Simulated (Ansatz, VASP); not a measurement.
# Ga2GeTeSe: VASP beside Ansatz

```
Ga Ge Te Se
1.0
     4.02615    0.00000    0.00000
     0.00000    4.02615    0.00000
     0.00000    0.00000    8.24736
Ga Ge Te Se
2 1 1 1
Direct
  0.50000 0.50000 0.61018
  0.50000 0.50000 0.17051
  0.50000 0.50000 0.39928
  0.00000 0.00000 0.28305
  0.00000 0.00000 0.68817
```

Alike in both runs: task relaxation of cell and atoms; functional PBE; k mesh 4 × 4 × 2; occupations gaussian, width 0.1 eV; no spin polarisation.

```csv
,VASP,Ansatz
version,VASP 6.6.1,Ansatz 0.2.0
potentials or method,"VASP PAW PBE potentials, release 64 (Ga_d, Ge_d, Te, Se), cutoff 600 eV","scalar-relativistic, plane waves, PAW"
valence electrons in the cell,52,72
```

VASP gave:

| Property | Result |
| --- | --- |
| gap on the k mesh at the Fermi level, each at its own relaxed structure (eV) | none |
| relaxed volume (Å³/atom) | 25.02 |
| relaxed cell length with the largest relative difference (Å) | 8.118 |

**Question.** What did Ansatz give for the same quantities?

**Answer.** gap on the k mesh at the Fermi level, each at its own relaxed structure (eV): none; relaxed volume (Å³/atom): 24.99; relaxed cell length with the largest relative difference (Å): 8.101.

A gap of «none» marks a metal or a gap that the smearing closes. VASP's potentials hold 52 valence electrons a cell and Ansatz's 72, so a difference there can come from the potentials and not from the codes.

The k mesh is coarse, so the values compare programs but aren't converged. Spin-orbit coupling is off throughout.
